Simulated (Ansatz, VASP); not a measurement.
**BaTiO3: VASP beside Ansatz**

Contents of POSCAR:

```
BaTiO3
1.0
    4.0298513600      0.0000000000      0.0000000000
    0.0000000000      4.0298513600      0.0000000000
    0.0000000000      0.0000000000      4.0298513600
Ba Ti O
1 1 3
Direct
    0.5000000000      0.5000000000      0.5000000000
    0.0000000000      0.0000000000      0.0000000000
    0.5000000000      0.0000000000      0.0000000000
    0.0000000000      0.5000000000      0.0000000000
    0.0000000000      0.0000000000      0.5000000000
```

Contents of INCAR.step1:

```
PREC = Accurate ; ENCUT = 520
ISMEAR = 0 ; SIGMA = 0.0148
LREAL = False ; LASPH = True
NELM = 80 ; NBANDS = 28
GGA = PE ; ALGO = Normal
EDIFF = 1E-4 ; LWAVE = True
LCHARG = False
```

File INCAR.step2:

```
PREC = Accurate ; ENCUT = 520
EDIFF = 1E-6 ; ISMEAR = 0
SIGMA = 0.0148 ; LREAL = False
LASPH = True ; NELM = 80
ALGO = Normal ; ISIF = 2
LWAVE = False ; LCHARG = False
METAGGA = R2SCAN ; LMIXTAU = True
NBANDS = 28 ; ISTART = 1
```

File KPOINTS:

```
regular mesh
0
Gamma
  6 6 6
```

Input for Ansatz:

```yaml
crystal:
  lattice:
    - [4.02985136, 0.0, 0.0]
    - [0.0, 4.02985136, 0.0]
    - [0.0, 0.0, 4.02985136]
  atoms:
    - { symbol: Ba, position: [0.5, 0.5, 0.5] }
    - { symbol: Ti, position: [0.0, 0.0, 0.0] }
    - { symbol: O, position: [0.5, 0.0, 0.0] }
    - { symbol: O, position: [0.0, 0.5, 0.0] }
    - { symbol: O, position: [0.0, 0.0, 0.5] }
  symmetry: { tolerance: 0.0003 }
kpoints:
  mp_grid: { grid: [6, 6, 6], shift: [0, 0, 0] }
  band_path:
    path:
      - [0.0, 0.0, 0.0]
      - [0.0, 0.5, 0.0]
      - [0.5, 0.5, 0.0]
      - [0.0, 0.0, 0.0]
      - [0.5, 0.5, 0.5]
      - [0.0, 0.5, 0.0]
      - [0.5, 0.5, 0.5]
      - [0.5, 0.5, 0.0]
    npoints: 8
magnetization:
  spin_polarized: false
scf:
  occupations: { method: gaussian, width: 0.0148 }
  lower_state_search: "off"
  max_iter: 200
hamiltonian:
  pseudopotentials: { kind: paw }
  xc: r2scan
basis:
  ecutwfc: 500
  fft_grid_basis: typed
output:
  forces: true
  stress: true
  eigenvalues: true
  bader: true
  populations: true
  elf: true
  write_potential: true
  volumetric_format: npy
  dos:
    e_range: [-12, 8]
    de: 0.05
    projected: { site_lists: { Ba: [Ba], O: [O], Ti: [Ti] } }
checkpoint:
  read: saved_state
```

Alike in both runs: task single point; functional r2SCAN; k mesh 6 × 6 × 6; occupations gaussian, width 0.0148 eV; no spin polarisation.

|  | VASP | Ansatz |
| --- | --- | --- |
| version | VASP 6.6.1 | Ansatz 0.2.0 |
| potentials or method | VASP PAW PBE potentials, release 64 (Ba_sv, Ti_sv, O), cutoff 520 eV | PAW plane waves |
| valence electrons in the cell | 40 | 40 |

```csv
,VASP,Ansatz,Ansatz less VASP
gap on the k mesh at the Fermi level (eV),2.09,2.10,+0.020
pressure (GPa),-2.8,-4.6,-1.79
```

VASP's potentials were made for PBE, not for r2SCAN.

Spin-orbit coupling is off throughout.
